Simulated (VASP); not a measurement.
# Ge (Immm) in VASP: single point with PBEsol

Aim: the single point of Ge with PBEsol.

Program: VASP 6.6.1. These are calculated values, not measurements. Logs are shortened: lines on timing, memory, paths and dates and some standing lists are left out, and cuts for length are marked.

### Step 1. The cell of the first run

It takes space group Immm (No. 71, orthorhombic). The conventional cell has a = 3.120 Å, b = 3.209 Å, c = 4.226 Å, α = 90.00°, β = 90.00°, γ = 90.00°. Ge (site symmetry mmm) has 12 Ge at 3.08 to 3.21 Å within 4.1 Å.

### Step 2. Single point, PBEsol (Sn replaced by Ge, lengths x 0.918, strained)

Input file INCAR:

```
SYSTEM = Ge
PREC = Accurate
ENCUT = 520
EDIFF = 1E-6
ISMEAR = 0
SIGMA = 0.1
LREAL = .False.
LASPH = .True.
NELM = 100
ALGO = Fast
ISIF = 2
LWAVE = .False.
LCHARG = .False.
GGA = PS
NBANDS = 13
```

Input file KPOINTS:

```
Automatic mesh
0
Gamma
  18 18 18
  0 0 0
```

Input file POSCAR:

```
Ge
1.0
   -1.5602129275      1.6044997436      2.1130779075
    1.5602129275     -1.6044997436      2.1130779075
    1.5602129275      1.6044997436     -2.1130779075
Ge
1
Direct
    0.0000000000      0.0000000000      0.0000000000
```

Potentials or basis: VASP PAW PBE potentials, release 64 (Ge_d).

Started as:

```console
cat potpaw_PBE.64/Ge_d/POTCAR > POTCAR
mpirun -np 1 vasp_std > vasp.out
```

OUTCAR:

```text
SYSTEM = Ge
   PREC = Accurate
   ENCUT = 520
   EDIFF = 1E-6
   ISMEAR = 0
   LREAL = .False.
   LASPH = .True.
   NELM = 100
   ISIF = 2
   GGA = PS

 ion  position               nearest neighbor table
   1  0.000  0.000  0.000-

  LATTYP: Found a body centered orthorhombic cell.
 ALAT       =     3.1204258550
 B/A-ratio  =     1.0283851103
 C/A-ratio  =     1.3543522620

  Lattice vectors:

 A1 = (  -1.5602129275,   1.6044997436,   2.1130779075)
 A2 = (   1.5602129275,  -1.6044997436,   2.1130779075)
 A3 = (   1.5602129275,   1.6044997436,  -2.1130779075)

Analysis of symmetry for initial positions (statically):
=====================================================================
 Subroutine PRICEL returns:
 Original cell was already a primitive cell.

 Routine SETGRP: Setting up the symmetry group for a
 body centered orthorhombic supercell.

 Subroutine GETGRP returns: Found  8 space group operations
 (whereof  8 operations were pure point group operations)
 out of a pool of  8 trial point group operations.

The static configuration has the point symmetry D_2h.

Analysis of symmetry for dynamics (positions and initial velocities):
=====================================================================
 Subroutine PRICEL returns:
 Original cell was already a primitive cell.

 Routine SETGRP: Setting up the symmetry group for a
 body centered orthorhombic supercell.

 Subroutine GETGRP returns: Found  8 space group operations
 (whereof  8 operations were pure point group operations)
 out of a pool of  8 trial point group operations.

The dynamic configuration has the point symmetry D_2h.

 Subroutine INISYM returns: Found  8 space group operations
 (whereof  8 operations are pure point group operations),
 and found     1 'primitive' translations

----------------------------------------------------------------------------------------

                                     Primitive cell

  volume of cell :      21.1592

  direct lattice vectors                    reciprocal lattice vectors
    -1.560212928  1.604499744  2.113077908     0.000000000  0.311623609  0.236621659
     1.560212928 -1.604499744  2.113077908     0.320469079  0.000000000  0.236621659
     1.560212928  1.604499744 -2.113077908     0.320469079  0.311623609  0.000000000

  length of vectors
     3.077950950  3.077950950  3.077950950     0.391278779  0.398359436  0.447000788
[... 85 lines left out ...]
   ISIF   =      2    stress and relaxation
   ISYM   =      2    0-nonsym 1-usesym 2-fastsym
   POTIM  = 0.5000    time-step for ionic-motion
   TEBEG  =    0.0;   TEEND  =   0.0 temperature during run
   PSTRESS=    0.0 pullay stress
   NELECT =      14.0000    total number of electrons
   NUPDOWN=      -1.0000    fix difference up-down
   EMIN   =  10.00;   EMAX   =-10.00  energy-range for DOS
   EFERMI =   0.00;   METHOD = LEGACY
   ISMEAR =     0;   SIGMA  =   0.10  broadening in eV -4-tet -1-fermi 0-gaus
   EFERMI_NEDOS =   21; number of points for ismear=-14 and -15
   IALGO  =     68    algorithm
   IMIX   =      4    mixing-type and parameters
     AMIX     =   0.40;   BMIX     =  1.00
     AMIX_MAG =   1.60;   BMIX_MAG =  1.00
  volume/ion in A,a.u.               =      21.16       142.79
  Fermi-wavevector in a.u.,A,eV,Ry     =   1.426542  2.695773 27.688148  2.035022
  Thomas-Fermi vector in A             =   2.546808
   LORBIT       =      0    0 simple, 1 ext, 2 COOP (PROOUT), +10 PAW based schemes
   GGA     = PS    functional components
   LHFCALC =     F    Hartree Fock is set to
   AEXX    =    0.0000 exact exchange contribution
   IVDW    =     0    specifies the selected vdW correction
   LEPSILON=     F    determine dielectric tensor
   LRPA    =     F    only Hartree local field effects (RPA)
 non-spin polarized calculation
 RMM-DIIS sequential band-by-band and
 Gauss-broadening in eV      SIGMA  =   0.10
  energy-cutoff  :      520.00
  volume of cell :       21.16
 maximum number of plane-waves:       582
   NGX = 11   NGY = 11   NGZ = 11

 number of electron      13.9999997 magnetization

 Free energy of the ion-electron system (eV)
  ---------------------------------------------------
  ext. energy  EPLUGINS =         0.00000000
  ---------------------------------------------------
  free energy    TOTEN  =        -4.59188759 eV

  energy without entropy =       -4.58928439  energy(sigma->0) =       -4.59058599

 E-fermi :   5.5361     XC(G=0): -10.8724

 val. band max:        5.5356232916   @ k =  -0.3889  -0.3333   0.1667
 cond. band min:       5.5419750782   @ k =  -0.4444   0.5000   0.1111
 fundamental gap:      0.0063517866
 Fermi energy:         5.5360935760

 k-point     1 :       0.0000    0.0000    0.0000
  band No.  band energies     occupation
      1     -19.1467      2.00000
      2     -19.1373      2.00000
      3     -19.1298      2.00000
      4     -19.1142      2.00000
      5     -19.0932      2.00000
      6      -6.7858      2.00000
      7      13.1615      0.00000
      8      13.3479      0.00000
      9      13.7009      0.00000
     10      18.3474      0.00000
     11      19.0531      0.00000
     12      19.1287      0.00000
     13      20.1455      0.00000
[... 354 lines left out ...]
  band No.  band energies     occupation
      1     -19.1405      2.00000
      2     -19.1316      2.00000
      3     -19.1238      2.00000
      4     -19.0974      2.00000
      5     -19.0877      2.00000
      6      -5.2593      2.00000
      7       6.1580      0.00000
      8      11.8023      0.00000
      9      12.1953      0.00000
     10      17.0939      0.00000
     11      18.2025      0.00000
     12      20.0631      0.00000
     13      21.8124      0.00000

 [... further k-points ...]

------------------------ aborting loop because EDIFF is reached ----------------------------------------

  FORCE on cell =-STRESS in cart. coord.  units (eV):
  Direction    XX          YY          ZZ          XY          YZ          ZX
  --------------------------------------------------------------------------------------
  -------------------------------------------------------------------------------------
  Total       -0.9179706     -1.0316108     -0.9753289     -0.0000000      0.0000000      0.0000000
  in kB      -69.5088861    -78.1137420    -73.8520639     -0.0000000      0.0000000      0.0000000
  external PRESSURE =     -73.8248973 kB  Pullay stress =       0.0000000 kB

 VOLUME and BASIS-vectors are now :
 -----------------------------------------------------------------------------
  energy-cutoff  :      520.00
  volume of cell :       21.16
      direct lattice vectors                 reciprocal lattice vectors
    -1.560212928  1.604499744  2.113077908     0.000000000  0.311623609  0.236621659
     1.560212928 -1.604499744  2.113077908     0.320469079  0.000000000  0.236621659
     1.560212928  1.604499744 -2.113077908     0.320469079  0.311623609  0.000000000

 POSITION                                       TOTAL-FORCE (eV/Angst)
 -----------------------------------------------------------------------------------
      0.00000      0.00000      0.00000         0.000000      0.000000      0.000000
 -----------------------------------------------------------------------------------
    total drift:                                0.000000      0.000000     -0.000000

  FREE ENERGIE OF THE ION-ELECTRON SYSTEM (eV)
  ---------------------------------------------------
  free  energy   TOTEN  =        -4.5918875887 eV

  energy  without entropy=       -4.5892843886  energy(sigma->0) =       -4.59058599
```

OSZICAR:

```text
N       E                     dE             d eps       ncg     rms          rms(c)
DAV:   1     0.636516684181E+02    0.63652E+02   -0.71218E+03 24608   0.286E+03
DAV:   2     0.142083767797E+01   -0.62231E+02   -0.59519E+02 23848   0.427E+02
DAV:   3    -0.451919746909E+01   -0.59400E+01   -0.59134E+01 26325   0.735E+01
DAV:   4    -0.460730023238E+01   -0.88103E-01   -0.88090E-01 26065   0.968E+00
DAV:   5    -0.460822953043E+01   -0.92930E-03   -0.92929E-03 26833   0.111E+00    0.933E-01
RMM:   6    -0.459602599892E+01    0.12204E-01   -0.99635E-03 29382   0.145E+00    0.511E-01
RMM:   7    -0.459202698071E+01    0.39990E-02   -0.64762E-03 29842   0.905E-01    0.650E-02
RMM:   8    -0.459186658231E+01    0.16040E-03   -0.71274E-04 30655   0.445E-01    0.329E-02
RMM:   9    -0.459188642406E+01   -0.19842E-04   -0.11486E-04 31116   0.123E-01    0.874E-03
RMM:  10    -0.459188733437E+01   -0.91031E-06   -0.16194E-05 30669   0.515E-02    0.214E-03
RMM:  11    -0.459188758873E+01   -0.25437E-06   -0.35017E-06 20693   0.202E-02
   1 F= -.45918876E+01 E0= -.45905860E+01  d E =-.260320E-02
```

Run time: 58 s. Hardware: 1 thread of Intel Xeon 6975P-C (Granite Rapids), shared host; peak memory 0.31 GiB.

Results:

| Quantity | Value |
| --- | --- |
| Free energy | -4.5919 eV |
| Pressure | -7.4 GPa |
| Band gap on the k mesh | zero (band 7 reaches 13.16 eV, above the bottom of band 8 at 3.37 eV) |

Caveat: the cell differs from its parent crystal (Sn replaced by Ge, lengths x 0.918, strained); the PAW data sets were made with another functional, which shifts forces and pressure a little.
